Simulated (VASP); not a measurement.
# Ga3N2 (R-3m) in VASP: notebook

Runs on Ga3N2. Level: PBE. Tasks: single point.

All numbers are computed with VASP 6.6.1; they aren't measurements. Logs are shortened: lines on timing, memory, paths and dates and some standing lists are left out, and cuts for length are marked.

## Step 1: The cell of the first run

Symmetry: R-3m, No. 166, trigonal system. The conventional cell has a = 3.099 Å, b = 3.099 Å, c = 20.935 Å, α = 90.00°, β = 90.00°, γ = 120.00°. Within 2.9 Å of Ga (site symmetry -3m) lie 6 N at 2.18 Å. Within 2.9 Å of Ga (site symmetry 3m) lie 3 N at 2.16 Å and 3 Ga at 2.74 Å. N (site symmetry 3m) has 6 Ga at 2.16 to 2.18 Å within 2.9 Å.

## Step 2: Single point, PBE

The input, INCAR:

```
PREC = Accurate ; ENCUT = 520
EDIFF = 1E-7 ; ISMEAR = 0
SIGMA = 0.1 ; LREAL = False
LASPH = True ; NELM = 100
ALGO = Normal ; ISIF = 2
LWAVE = False ; LCHARG = True
GGA = PE ; LELF = True
LVHAR = True ; NBANDS = 32
```

The input, KPOINTS:

```
Automatic mesh
0
Gamma
  6 6 6
```

The input, POSCAR:

```
Ga3N2
1.0
    1.5496661189      0.8947001509      6.9783062304
   -1.5496661189      0.8947001509      6.9783062304
    0.0000000000     -1.7894003018      6.9783062304
Ga N
3 2
Direct
    0.0000000000      0.0000000000      0.0000000000
    0.2162266116      0.2162266116      0.2162266116
    0.7837733884      0.7837733884      0.7837733884
    0.3923930036      0.3923930036      0.3923930036
    0.6076069964      0.6076069964      0.6076069964
```

Potentials or basis: VASP PAW PBE potentials, release 64 (Ga_d, N).

On the command line:

```sh
$ cat potpaw_PBE.64/Ga_d/POTCAR potpaw_PBE.64/N/POTCAR > POTCAR
$ mpirun -np 1 vasp_std > vasp.out
```

OUTCAR:

```text
PREC = Accurate
   ENCUT = 520
   EDIFF = 1E-7
   ISMEAR = 0
   LREAL = False
   LASPH = True
   NELM = 100
   ISIF = 2
   GGA = PE

 ion  position               nearest neighbor table
   1  0.000  0.000  0.000-   5 2.18   4 2.18   5 2.18   5 2.18   4 2.18   4 2.18
   2  0.216  0.216  0.216-   5 2.16   5 2.16   5 2.16   3 2.74   3 2.74   3 2.74
   3  0.784  0.784  0.784-   4 2.16   4 2.16   4 2.16   2 2.74   2 2.74   2 2.74
   4  0.392  0.392  0.392-   3 2.16   3 2.16   3 2.16   1 2.18   1 2.18   1 2.18
   5  0.608  0.608  0.608-   2 2.16   2 2.16   2 2.16   1 2.18   1 2.18   1 2.18

  LATTYP: Found a trigonal (rhomboedric) cell.
 ALAT       =     7.2040760188
 COS(alpha) =     0.9074556951

  Lattice vectors:

 A1 = (   1.5496661189,   0.8947001509,   6.9783062304)
 A2 = (  -1.5496661189,   0.8947001509,   6.9783062304)
 A3 = (   0.0000000000,  -1.7894003018,   6.9783062304)

Analysis of symmetry for initial positions (statically):
=====================================================================
 Subroutine PRICEL returns:
 Original cell was already a primitive cell.

 Routine SETGRP: Setting up the symmetry group for a
 trigonal (rhombohedral) supercell.

 Subroutine GETGRP returns: Found 12 space group operations
 (whereof 12 operations were pure point group operations)
 out of a pool of 12 trial point group operations.

The static configuration has the point symmetry D_3d.

Analysis of symmetry for dynamics (positions and initial velocities):
=====================================================================
 Subroutine PRICEL returns:
 Original cell was already a primitive cell.

 Routine SETGRP: Setting up the symmetry group for a
 trigonal (rhombohedral) supercell.

 Subroutine GETGRP returns: Found 12 space group operations
 (whereof 12 operations were pure point group operations)
 out of a pool of 12 trial point group operations.

The dynamic configuration has the point symmetry D_3d.

 Subroutine INISYM returns: Found 12 space group operations
 (whereof 12 operations are pure point group operations),
 and found     1 'primitive' translations

----------------------------------------------------------------------------------------

                                     Primitive cell

  volume of cell :      58.0520

  direct lattice vectors                    reciprocal lattice vectors
     1.549666119  0.894700151  6.978306230     0.322650146  0.186282149  0.047767083
    -1.549666119  0.894700151  6.978306230    -0.322650146  0.186282149  0.047767083
     0.000000000 -1.789400302  6.978306230     0.000000000 -0.372564298  0.047767083

  length of vectors
     7.204076019  7.204076019  7.204076019     0.375613964  0.375613964  0.375613964

  position of ions in fractional coordinates (direct lattice)
     0.000000000  0.000000000  0.000000000
     0.216226612  0.216226612  0.216226612
     0.783773388  0.783773388  0.783773388
     0.392393004  0.392393004  0.392393004
     0.607606996  0.607606996  0.607606996

  ion indices of the primitive-cell ions
   primitive index   ion index
                 1           1
                 2           2
                 3           3
                 4           4
                 5           5

----------------------------------------------------------------------------------------

 KPOINTS: Automatic mesh

Automatic generation of k-mesh.
 Grid dimensions read from file:
 generate k-points for:    6    6    6

 Generating k-lattice:

  Cartesian coordinates                     Fractional coordinates (reciprocal lattice)
     0.053775024  0.031047025  0.007961181     0.166666667 -0.000000000  0.000000000
    -0.053775024  0.031047025  0.007961181    -0.000000000  0.166666667  0.000000000
     0.000000000 -0.062094050  0.007961181     0.000000000  0.000000000  0.166666667

  Length of vectors
     0.062602327  0.062602327  0.062602327

  Shift w.r.t. Gamma in fractional coordinates (k-lattice)
     0.000000000  0.000000000  0.000000000

 Subroutine IBZKPT returns following result:
 ===========================================

 Found     32 irreducible k-points:

 Following reciprocal coordinates:
            Coordinates               Weight
  0.000000  0.000000  0.000000      1.000000
  0.166667 -0.000000  0.000000      6.000000
  0.333333 -0.000000  0.000000      6.000000
  0.500000 -0.000000  0.000000      3.000000
  0.166667  0.166667  0.000000      6.000000
  0.333333  0.166667  0.000000     12.000000
[... 16 lines left out ...]
  0.500000  0.500000  0.166667      6.000000
 -0.333333  0.500000  0.166667     12.000000
 [... further k-points ...]
   k-points           NKPTS =     32   k-points in BZ     NKDIM =     32   number of bands    NBANDS=     32
   number of dos      NEDOS =    301   number of ions     NIONS =      5
   total plane-waves  NPLWV = 157464
   dimension x,y,z NGX =    54 NGY =   54 NGZ =   54
   dimension x,y,z NGXF=   108 NGYF=  108 NGZF=  108
   ions per type =               3   2
   NGX,Y,Z   is equivalent  to a cutoff of  12.46, 12.46, 12.46 a.u.
   NGXF,Y,Z  is equivalent  to a cutoff of  24.92, 24.92, 24.92 a.u.
 SYSTEM =  unknown system
   PREC   = accura    normal or accurate (medium, high low for compatibility)
   ISTART =      0    job   : 0-new  1-cont  2-samecut
   ICHARG =      2    charge: 1-file 2-atom 10-const
   ISPIN  =      1    spin polarized calculation?
   LNONCOLLINEAR =      F non collinear calculations
   LSORBIT =      F    spin-orbit coupling
   LASPH  =      T    aspherical Exc in radial PAW
   ENCUT  =  520.0 eV  38.22 Ry    6.18 a.u.  13.39 13.39 13.39*2*pi/ulx,y,z
   NELM   =    100;   NELMIN=  2; NELMDL= -5     # of ELM steps
   EDIFF  = 0.1E-06   stopping-criterion for ELM
   LREAL  =      F    real-space projection
   EDIFFG = 0.1E-05   stopping-criterion for IOM
   NSW    =      0    number of steps for IOM
   IBRION =     -1    ionic relax: 0-MD 1-quasi-New 2-CG
   NFREE  =      0    steps in history (QN), initial steepest desc. (CG)
   ISIF   =      2    stress and relaxation
   ISYM   =      2    0-nonsym 1-usesym 2-fastsym
   POTIM  = 0.5000    time-step for ionic-motion
   TEBEG  =    0.0;   TEEND  =   0.0 temperature during run
   PSTRESS=    0.0 pullay stress
   NELECT =      49.0000    total number of electrons
   NUPDOWN=      -1.0000    fix difference up-down
   EMIN   =  10.00;   EMAX   =-10.00  energy-range for DOS
   EFERMI =   0.00;   METHOD = LEGACY
   ISMEAR =     0;   SIGMA  =   0.10  broadening in eV -4-tet -1-fermi 0-gaus
   EFERMI_NEDOS =   21; number of points for ismear=-14 and -15
   IALGO  =     38    algorithm
   IMIX   =      4    mixing-type and parameters
     AMIX     =   0.40;   BMIX     =  1.00
     AMIX_MAG =   1.60;   BMIX_MAG =  1.00
  volume/ion in A,a.u.               =      11.61        78.35
  Fermi-wavevector in a.u.,A,eV,Ry     =   1.547158  2.923704 32.568219  2.393697
  Thomas-Fermi vector in A             =   2.652291
   LORBIT       =      0    0 simple, 1 ext, 2 COOP (PROOUT), +10 PAW based schemes
   GGA     = PE    functional components
   LHFCALC =     F    Hartree Fock is set to
   AEXX    =    0.0000 exact exchange contribution
   IVDW    =     0    specifies the selected vdW correction
   LEPSILON=     F    determine dielectric tensor
   LRPA    =     F    only Hartree local field effects (RPA)
 non-spin polarized calculation
 Gauss-broadening in eV      SIGMA  =   0.10
  energy-cutoff  :      520.00
  volume of cell :       58.05
 maximum number of plane-waves:      1578
 NGX is ok and might be reduce to    54
   NGX = 27   NGY = 27   NGZ = 27

 number of electron      48.9999997 magnetization

 Free energy of the ion-electron system (eV)
  ---------------------------------------------------
  ext. energy  EPLUGINS =         0.00000000
  ---------------------------------------------------
  free energy    TOTEN  =       -24.95592800 eV

  energy without entropy =      -24.94943968  energy(sigma->0) =      -24.95268384

 E-fermi :   7.8167     XC(G=0): -12.2803

 val. band max:        7.8014206637   @ k =   0.5000   0.1667  -0.0000
 cond. band min:       7.8405853704   @ k =   0.3333   0.3333   0.3333
 fundamental gap:      0.0391647067
 Fermi energy:         7.8167058705

 k-point     1 :       0.0000    0.0000    0.0000
  band No.  band energies     occupation
      1      -9.7281      2.00000
      2      -8.2915      2.00000
      3      -7.6200      2.00000
      4      -7.6066      2.00000
      5      -7.6066      2.00000
      6      -7.4794      2.00000
[... 24 lines left out ...]
     31      15.8411      0.00000
     32      15.8411      0.00000

 k-point     2 :       0.1667   -0.0000    0.0000
  band No.  band energies     occupation
      1      -9.3655      2.00000
      2      -8.4707      2.00000
      3      -7.5922      2.00000
      4      -7.5637      2.00000
      5      -7.5383      2.00000
      6      -7.4910      2.00000
[... 24 lines left out ...]
     31      16.0859      0.00000
     32      17.0205      0.00000

 k-point     3 :       0.3333   -0.0000    0.0000
  band No.  band energies     occupation
      1      -8.7839      2.00000
      2      -8.4696      2.00000
      3      -7.6183      2.00000
      4      -7.5706      2.00000
      5      -7.5289      2.00000
      6      -7.4550      2.00000
[... 24 lines left out ...]
     31      15.1449      0.00000
     32      16.1443      0.00000

 k-point     4 :       0.5000   -0.0000    0.0000
  band No.  band energies     occupation
      1      -8.8016      2.00000
      2      -8.2183      2.00000
      3      -7.6497      2.00000
      4      -7.5953      2.00000
      5      -7.5223      2.00000
      6      -7.4514      2.00000
[... 654 lines left out ...]
     31      15.4911      0.00000
     32      16.2808      0.00000

 k-point    23 :       0.5000    0.5000    0.1667
  band No.  band energies     occupation
      1      -8.8048      2.00000
      2      -8.4496      2.00000
      3      -7.6177      2.00000
      4      -7.5635      2.00000
      5      -7.5403      2.00000
      6      -7.4825      2.00000
[... 24 lines left out ...]
     31      15.8746      0.00000
     32      16.4766      0.00000

 k-point    24 :      -0.3333    0.5000    0.1667
  band No.  band energies     occupation
      1      -8.7008      2.00000
      2      -8.3893      2.00000
      3      -7.6007      2.00000
      4      -7.5536      2.00000
      5      -7.5264      2.00000
      6      -7.4744      2.00000
[... 24 lines left out ...]
     31      15.6864      0.00000
     32      15.8894      0.00000

 [... further k-points ...]

------------------------ aborting loop because EDIFF is reached ----------------------------------------

  FORCE on cell =-STRESS in cart. coord.  units (eV):
  Direction    XX          YY          ZZ          XY          YZ          ZX
  --------------------------------------------------------------------------------------
  -------------------------------------------------------------------------------------
  Total        0.1505413      0.1505413      0.2159442      0.0000000     -0.0000000      0.0000000
  in kB        4.1547922      4.1547922      5.9598483      0.0000000     -0.0000000      0.0000000
  external PRESSURE =       4.7564776 kB  Pullay stress =       0.0000000 kB

 VOLUME and BASIS-vectors are now :
 -----------------------------------------------------------------------------
  energy-cutoff  :      520.00
  volume of cell :       58.05
      direct lattice vectors                 reciprocal lattice vectors
     1.549666119  0.894700151  6.978306230     0.322650146  0.186282149  0.047767083
    -1.549666119  0.894700151  6.978306230    -0.322650146  0.186282149  0.047767083
     0.000000000 -1.789400302  6.978306230     0.000000000 -0.372564298  0.047767083

 POSITION                                       TOTAL-FORCE (eV/Angst)
 -----------------------------------------------------------------------------------
      0.00000      0.00000      0.00000         0.000000     -0.000000      0.000000
      0.00000      0.00000      4.52669         0.000000     -0.000000     -0.036641
      0.00000      0.00000     16.40823         0.000000     -0.000000      0.036641
      0.00000      0.00000      8.21472         0.000000     -0.000000      0.004145
      0.00000      0.00000     12.72020         0.000000      0.000000     -0.004145
 -----------------------------------------------------------------------------------
    total drift:                                0.000000      0.000000      0.000000

  FREE ENERGIE OF THE ION-ELECTRON SYSTEM (eV)
  ---------------------------------------------------
  free  energy   TOTEN  =       -24.9559279999 eV

  energy  without entropy=      -24.9494396763  energy(sigma->0) =      -24.95268384
```

It took 2.2 min on 1 thread of Intel Xeon 6975P-C (Granite Rapids), shared host; peak memory 0.38 GiB.

What came out:

* Free energy: -24.9559 eV
* Pressure: 0.5 GPa
* Largest force: 0.037 eV/Å
* Band gap on the k mesh: zero (an odd number of electrons rules out a gap without spin polarisation)

Forces in eV/Å, atoms in the order of the input:
```
Ga   0.000  0.000  0.000
Ga   0.000  0.000 -0.037
Ga   0.000  0.000  0.037
N    0.000  0.000  0.004
N    0.000  0.000 -0.004
```

Caveat: the k points lie up to 0.39 Å⁻¹ apart, too coarse for converged energies and pressures of a metal.

## Step 3: Single point, PBE

This run uses another cell than the first one, of 13.56 Å³/atom.

The input, INCAR:

```
PREC = Accurate
ENCUT = 520
EDIFF = 1E-6
ISMEAR = 0
SIGMA = 0.1
LREAL = F
LASPH = T
NELM = 100
ALGO = Normal
ISIF = 2
LWAVE = F
LCHARG = F
GGA = PE
NBANDS = 32
```

KPOINTS is that of step 2.

The input, POSCAR:

```
Ga3N2
1.0
    1.6160857527      0.9330475444      7.4913772325
   -1.6160857527      0.9330475444      7.4913772325
    0.0000000000     -1.8660950887      7.4913772325
Ga N
3 2
Direct
    0.0000000000      0.0000000000      0.0000000000
    0.2095000000      0.2095000000      0.2095000000
    0.7905000000      0.7905000000      0.7905000000
    0.4000000000      0.4000000000      0.4000000000
    0.6000000000      0.6000000000      0.6000000000
```

Potentials or basis: VASP PAW PBE potentials, release 64 (Ga_d, N).

On the command line:

```sh
$ cat potpaw_PBE.64/Ga_d/POTCAR potpaw_PBE.64/N/POTCAR > POTCAR
$ mpirun -np 1 vasp_std > vasp.out
```

It took 2.2 min on 1 thread of Intel Xeon 6975P-C (Granite Rapids), shared host; peak memory 0.47 GiB.

Results (log left out):

| Quantity | Value |
| --- | --- |
| Free energy | -23.8624 eV |
| Pressure | -15.8 GPa |
| Largest force | 2.378 eV/Å |
| Band gap on the k mesh | zero (an odd number of electrons rules out a gap without spin polarisation) |

Forces on the atoms (eV/Å):
```
Ga   0.000  0.000  0.000
Ga   0.000  0.000  2.378
Ga   0.000  0.000 -2.378
N    0.000  0.000 -0.400
N    0.000  0.000  0.400
```

Stress tensor (GPa, compression positive):
```
-11.88   0.00   0.00
  0.00 -11.88   0.00
  0.00   0.00 -23.68
```

Levels at points of the mesh, in eV from the Fermi level:
```csv
k point,band 20,band 21,band 22,band 23,band 24,band 25,band 26,band 27,band 28,band 29
"(0.00, 0.00, 0.00)",-4.16,-0.77,-0.77,-0.71,-0.71,1.61,1.64,6.01,6.24,7.36
"(0.50, 0.00, 0.00)",-4.95,-4.38,-2.12,-2.04,-1.62,-0.91,0.90,2.58,4.93,5.14
"(0.50, 0.50, 0.00)",-4.21,-3.89,-2.61,-2.21,-1.60,-1.39,1.20,2.76,4.67,5.12
"(0.50, 0.50, 0.50)",-1.32,-1.14,-0.77,-0.77,-0.72,-0.72,3.15,4.63,6.94,6.94
```

Caveat: the k points lie up to 0.38 Å⁻¹ apart, too coarse for converged energies and pressures of a metal; forces of over 1 eV/Å act on the atoms, so gaps and moduli don't describe the material at rest.
